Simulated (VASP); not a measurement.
# TiC (rocksalt type) (Fm-3m) in VASP: notebook

TiC (rocksalt type) is run at these levels: LDA; tasks: single point.

Program: VASP 6.6.1. These are calculated values, not measurements. Logs are shortened: lines on timing, memory, paths and dates and some standing lists are left out, and cuts for length are marked.

## 1. The cell of the first run

It takes space group Fm-3m (No. 225, cubic). Conventional cell: a = 4.261 Å, b = 4.261 Å, c = 4.261 Å, α = 90.00°, β = 90.00°, γ = 90.00°. Ti (site symmetry m-3m) has 6 C at 2.13 Å within 2.8 Å. C (site symmetry m-3m) has 6 Ti at 2.13 Å within 2.8 Å.

## 2. Single point, LDA

Contents of INCAR:

```
SYSTEM = TiC
  ALGO = Normal
  EDIFF = 1E-6
  ENCUT = 520
  GGA = CA
  ISIF = 2
  ISMEAR = -1
  LASPH = .TRUE.
  LCHARG = .FALSE.
  LREAL = .FALSE.
  LWAVE = .FALSE.
  NBANDS = 24
  NELM = 100
  PREC = Accurate
  SIGMA = 0.08
```

Contents of KPOINTS:

```
k-points
0
G
  11 11 8
  0 0 0
```

Contents of POSCAR:

```
TiC
1.0
    2.1304494317      2.1304494317      0.0000000000
   -2.1304494317      2.1304494317      0.0000000000
    0.0000000000      0.0000000000      4.2608988634
Ti C
2 2
Direct
    0.0000000000      0.0000000000      0.0000000000
    0.5000000000      0.5000000000      0.5000000000
    0.5000000000      0.5000000000      0.0000000000
    0.0000000000      0.0000000000      0.5000000000
```

Potentials or basis: VASP PAW LDA potentials, release 64 (Ti_sv, C).

Started as:

```bash
cat potpaw_LDA.64/Ti_sv/POTCAR potpaw_LDA.64/C/POTCAR > POTCAR
mpirun -np 1 vasp_std > vasp.out
```

OUTCAR:

```text
SYSTEM = TiC
   EDIFF = 1E-6
   ENCUT = 520
   GGA = CA
   ISIF = 2
   ISMEAR = -1
   LASPH = .TRUE.
   LREAL = .FALSE.
   NELM = 100
   PREC = Accurate

 ion  position               nearest neighbor table
   1  0.000  0.000  0.000-   3 2.13   4 2.13   4 2.13   3 2.13   3 2.13   3 2.13
   2  0.500  0.500  0.500-   3 2.13   4 2.13   3 2.13   4 2.13   4 2.13   4 2.13
   3  0.500  0.500  0.000-   1 2.13   2 2.13   2 2.13   1 2.13   1 2.13   1 2.13
   4  0.000  0.000  0.500-   1 2.13   2 2.13   1 2.13   2 2.13   2 2.13   2 2.13

  LATTYP: Found a simple tetragonal cell.
 ALAT       =     3.0129104803
 C/A-ratio  =     1.4142135624

  Lattice vectors:

 A1 = (   2.1304494317,   2.1304494317,   0.0000000000)
 A2 = (  -2.1304494317,   2.1304494317,   0.0000000000)
 A3 = (   0.0000000000,   0.0000000000,   4.2608988634)

Analysis of symmetry for initial positions (statically):
=====================================================================
 Subroutine PRICEL returns following result:

  LATTYP: Found a face centered cubic cell.
 ALAT       =     4.2608988634

  Lattice vectors:

 A1 = (   0.0000000000,  -2.1304494317,  -2.1304494317)
 A2 = (   2.1304494317,   0.0000000000,  -2.1304494317)
 A3 = (   2.1304494317,  -2.1304494317,  -0.0000000000)

   2 primitive cells build up your supercell.

 Routine SETGRP: Setting up the symmetry group for a
 simple tetragonal supercell.

 Subroutine GETGRP returns: Found 16 space group operations
 (whereof 16 operations were pure point group operations)
 out of a pool of 16 trial point group operations.

The static configuration has the point symmetry D_4h.

Analysis of symmetry for dynamics (positions and initial velocities):
=====================================================================
 Subroutine PRICEL returns following result:

  LATTYP: Found a face centered cubic cell.
 ALAT       =     4.2608988634

  Lattice vectors:

 A1 = (   0.0000000000,  -2.1304494317,  -2.1304494317)
 A2 = (   2.1304494317,   0.0000000000,  -2.1304494317)
 A3 = (   2.1304494317,  -2.1304494317,  -0.0000000000)

   2 primitive cells build up your supercell.

 Routine SETGRP: Setting up the symmetry group for a
 simple tetragonal supercell.

 Subroutine GETGRP returns: Found 16 space group operations
 (whereof 16 operations were pure point group operations)
 out of a pool of 16 trial point group operations.

The dynamic configuration has the point symmetry D_4h.

 Subroutine INISYM returns: Found 16 space group operations
 (whereof 16 operations are pure point group operations),
 and found     2 'primitive' translations

----------------------------------------------------------------------------------------

                                     Primitive cell

  volume of cell :      19.3394

  direct lattice vectors                    reciprocal lattice vectors
     0.000000000 -2.130449432 -2.130449432    -0.234692264 -0.234692264 -0.234692264
     2.130449432  0.000000000 -2.130449432     0.234692264  0.234692264 -0.234692264
     2.130449432 -2.130449432 -0.000000000     0.234692264 -0.234692264  0.234692264

  length of vectors
     3.012910480  3.012910480  3.012910480     0.406498925  0.406498925  0.406498925

  position of ions in fractional coordinates (direct lattice)
     0.000000000  0.000000000  0.000000000
     0.500000000  0.500000000  0.500000000

  ion indices of the primitive-cell ions
   primitive index   ion index
                 1           1
                 2           4

----------------------------------------------------------------------------------------

 KPOINTS: k-points

Automatic generation of k-mesh.
 Grid dimensions read from file:
 generate k-points for:   11   11    8

 Generating k-lattice:

  Cartesian coordinates                     Fractional coordinates (reciprocal lattice)
     0.021335660  0.021335660  0.000000000     0.090909091  0.000000000  0.000000000
    -0.021335660  0.021335660  0.000000000     0.000000000  0.090909091  0.000000000
     0.000000000  0.000000000  0.029336533     0.000000000  0.000000000  0.125000000

  Length of vectors
     0.030173180  0.030173180  0.029336533

  Shift w.r.t. Gamma in fractional coordinates (k-lattice)
     0.000000000  0.000000000  0.000000000

 Subroutine IBZKPT returns following result:
 ===========================================

 Found    105 irreducible k-points:

 Following reciprocal coordinates:
            Coordinates               Weight
  0.000000  0.000000  0.000000      1.000000
  0.090909  0.000000  0.000000      4.000000
  0.181818  0.000000  0.000000      4.000000
  0.272727  0.000000  0.000000      4.000000
  0.363636  0.000000  0.000000      4.000000
  0.454545  0.000000  0.000000      4.000000
[... 16 lines left out ...]
  0.090909  0.000000  0.125000      8.000000
  0.181818  0.000000  0.125000      8.000000
 [... further k-points ...]
   k-points           NKPTS =    105   k-points in BZ     NKDIM =    105   number of bands    NBANDS=     24
   number of dos      NEDOS =    301   number of ions     NIONS =      4
   total plane-waves  NPLWV =  18432
   dimension x,y,z NGX =    24 NGY =   24 NGZ =   32
   dimension x,y,z NGXF=    48 NGYF=   48 NGZF=   64
   ions per type =               2   2
   NGX,Y,Z   is equivalent  to a cutoff of  13.24, 13.24, 12.49 a.u.
   NGXF,Y,Z  is equivalent  to a cutoff of  26.49, 26.49, 24.97 a.u.
 SYSTEM =  TiC
   PREC   = accura    normal or accurate (medium, high low for compatibility)
   ISTART =      0    job   : 0-new  1-cont  2-samecut
   ICHARG =      2    charge: 1-file 2-atom 10-const
   ISPIN  =      1    spin polarized calculation?
   LNONCOLLINEAR =      F non collinear calculations
   LSORBIT =      F    spin-orbit coupling
   LASPH  =      T    aspherical Exc in radial PAW
   ENCUT  =  520.0 eV  38.22 Ry    6.18 a.u.   5.60  5.60  7.92*2*pi/ulx,y,z
   NELM   =    100;   NELMIN=  2; NELMDL= -5     # of ELM steps
   EDIFF  = 0.1E-05   stopping-criterion for ELM
   LREAL  =      F    real-space projection
   EDIFFG = 0.1E-04   stopping-criterion for IOM
   NSW    =      0    number of steps for IOM
   IBRION =     -1    ionic relax: 0-MD 1-quasi-New 2-CG
   NFREE  =      0    steps in history (QN), initial steepest desc. (CG)
   ISIF   =      2    stress and relaxation
   ISYM   =      2    0-nonsym 1-usesym 2-fastsym
   POTIM  = 0.5000    time-step for ionic-motion
   TEBEG  =    0.0;   TEEND  =   0.0 temperature during run
   PSTRESS=    0.0 pullay stress
   NELECT =      32.0000    total number of electrons
   NUPDOWN=      -1.0000    fix difference up-down
   EMIN   =  10.00;   EMAX   =-10.00  energy-range for DOS
   EFERMI =   0.00;   METHOD = LEGACY
   ISMEAR =    -1;   SIGMA  =   0.08  broadening in eV -4-tet -1-fermi 0-gaus
   EFERMI_NEDOS =   21; number of points for ismear=-14 and -15
   IALGO  =     38    algorithm
   IMIX   =      4    mixing-type and parameters
     AMIX     =   0.40;   BMIX     =  1.00
     AMIX_MAG =   1.60;   BMIX_MAG =  1.00
  volume/ion in A,a.u.               =       9.67        65.25
  Fermi-wavevector in a.u.,A,eV,Ry     =   1.536857  2.904240 32.136021  2.361931
  Thomas-Fermi vector in A             =   2.643448
   LORBIT       =      0    0 simple, 1 ext, 2 COOP (PROOUT), +10 PAW based schemes
   GGA     = CA    functional components
   LHFCALC =     F    Hartree Fock is set to
   AEXX    =    0.0000 exact exchange contribution
   IVDW    =     0    specifies the selected vdW correction
   LEPSILON=     F    determine dielectric tensor
   LRPA    =     F    only Hartree local field effects (RPA)
 non-spin polarized calculation
  energy-cutoff  :      520.00
  volume of cell :       38.68
 maximum number of plane-waves:      1056
 NGX is ok and might be reduce to    24
   NGX = 11   NGY = 11   NGZ = 15

 number of electron      31.9999993 magnetization

 Free energy of the ion-electron system (eV)
  ---------------------------------------------------
  ext. energy  EPLUGINS =         0.00000000
  ---------------------------------------------------
  free energy    TOTEN  =       -41.08431849 eV

  energy without entropy =      -41.07240873  energy(sigma->0) =      -41.07836361

 E-fermi :   9.8456     XC(G=0): -13.2315

 val. band max:        9.8279183052   @ k =   0.0909   0.0000   0.1250
 cond. band min:       9.8636400542   @ k =   0.0000   0.0000   0.0000
 fundamental gap:      0.0357217490
 Fermi energy:         9.8455611713

 k-point     1 :       0.0000    0.0000    0.0000
  band No.  band energies     occupation
      1     -45.9124      2.00000
      2     -45.7833      2.00000
      3     -22.8290      2.00000
      4     -22.4968      2.00000
      5     -22.4968      2.00000
      6     -22.2890      2.00000
[... 16 lines left out ...]
     23      12.7283      0.00000
     24      13.5450      0.00000

 k-point     2 :       0.0909    0.0000    0.0000
  band No.  band energies     occupation
      1     -45.9073      2.00000
      2     -45.7834      2.00000
      3     -22.8157      2.00000
      4     -22.5192      2.00000
      5     -22.4891      2.00000
      6     -22.3206      2.00000
[... 16 lines left out ...]
     23      13.3314      0.00000
     24      13.4888      0.00000

 k-point     3 :       0.1818    0.0000    0.0000
  band No.  band energies     occupation
      1     -45.8929      2.00000
      2     -45.7841      2.00000
      3     -22.7775      2.00000
      4     -22.5781      2.00000
      5     -22.4674      2.00000
      6     -22.4057      2.00000
[... 16 lines left out ...]
     23      13.7424      0.00000
     24      14.5743      0.00000
[... 514 lines left out ...]
 k-point    23 :       0.0909    0.0000    0.1250
  band No.  band energies     occupation
      1     -45.9026      2.00000
      2     -45.7881      2.00000
      3     -22.8006      2.00000
      4     -22.5088      2.00000
      5     -22.4815      2.00000
      6     -22.3533      2.00000
[... 16 lines left out ...]
     23      13.5570      0.00000
     24      13.6845      0.00000

 k-point    24 :       0.1818    0.0000    0.1250
  band No.  band energies     occupation
      1     -45.8887      2.00000
      2     -45.7883      2.00000
      3     -22.7761      2.00000
      4     -22.5570      2.00000
      5     -22.4607      2.00000
      6     -22.4432      2.00000
[... 16 lines left out ...]
     23      14.2139      0.00000
     24      14.6420      0.00000

 [... further k-points ...]

------------------------ aborting loop because EDIFF is reached ----------------------------------------

  FORCE on cell =-STRESS in cart. coord.  units (eV):
  Direction    XX          YY          ZZ          XY          YZ          ZX
  --------------------------------------------------------------------------------------
  -------------------------------------------------------------------------------------
  Total        0.1793740      0.1793740      0.1382512      0.0000000      0.0000000      0.0000000
  in kB        7.4301313      7.4301313      5.7267183      0.0000000      0.0000000      0.0000000
  external PRESSURE =       6.8623270 kB  Pullay stress =       0.0000000 kB

 VOLUME and BASIS-vectors are now :
 -----------------------------------------------------------------------------
  energy-cutoff  :      520.00
  volume of cell :       38.68
      direct lattice vectors                 reciprocal lattice vectors
     2.130449432  2.130449432  0.000000000     0.234692264  0.234692264  0.000000000
    -2.130449432  2.130449432  0.000000000    -0.234692264  0.234692264  0.000000000
     0.000000000  0.000000000  4.260898863     0.000000000  0.000000000  0.234692264

 POSITION                                       TOTAL-FORCE (eV/Angst)
 -----------------------------------------------------------------------------------
      0.00000      0.00000      0.00000         0.000000     -0.000000     -0.000000
      0.00000      2.13045      2.13045        -0.000000      0.000000      0.000000
      0.00000      2.13045      0.00000         0.000000     -0.000000     -0.000000
      0.00000      0.00000      2.13045         0.000000      0.000000     -0.000000
 -----------------------------------------------------------------------------------
    total drift:                               -0.000000      0.000000     -0.000000

  FREE ENERGIE OF THE ION-ELECTRON SYSTEM (eV)
  ---------------------------------------------------
  free  energy   TOTEN  =       -41.0843184948 eV

  energy  without entropy=      -41.0724087343  energy(sigma->0) =      -41.07836361
```

Run time: 32 s. Hardware: 1 thread of Intel Xeon 6975P-C (Granite Rapids), shared host; peak memory 0.19 GiB.

Results:

| Item | Value |
| --- | --- |
| Free energy | -41.0843 eV |
| Pressure | 0.7 GPa |
| Band gap on the k mesh | zero (bands 16 and 17 overlap by 1.07 eV) |

## 3. Single point, LDA

Contents of INCAR:

```
SYSTEM = TiC
PREC = Accurate
ENCUT = 520
EDIFF = 1E-6
ISMEAR = -1
SIGMA = 0.08
LREAL = .FALSE.
LASPH = .TRUE.
NELM = 100
ALGO = Normal
ISIF = 2
LWAVE = .FALSE.
LCHARG = .FALSE.
NBANDS = 24
```

Contents of KPOINTS:

```
Automatic mesh
0
G
  11 11 8
  0 0 0
```

POSCAR is that of step 2.

Potentials or basis: VASP PAW LDA potentials, release 64 (Ti_sv, C).

Started as:

```bash
cat potpaw_LDA.64/Ti_sv/POTCAR potpaw_LDA.64/C/POTCAR > POTCAR
mpirun -np 1 vasp_std > vasp.out
```

Run time: 32 s. Hardware: 1 thread of Intel Xeon 6975P-C (Granite Rapids), shared host; peak memory 0.19 GiB.

The run converged. Its results:

| Item | Value |
| --- | --- |
| Free energy | -41.0843 eV |
| Pressure | 0.7 GPa |
| Band gap on the k mesh | zero (bands 16 and 17 overlap by 1.07 eV) |

Levels at points of the mesh, in eV from the Fermi level:
```csv
k point,band 14,band 15,band 16,band 17,band 18,band 19
"(0.00, 0.00, 0.00)",0.02,0.63,0.63,0.63,1.73,1.73
"(0.00, 0.00, 0.50)",-0.76,-0.44,-0.44,-0.44,-0.44,2.32
```
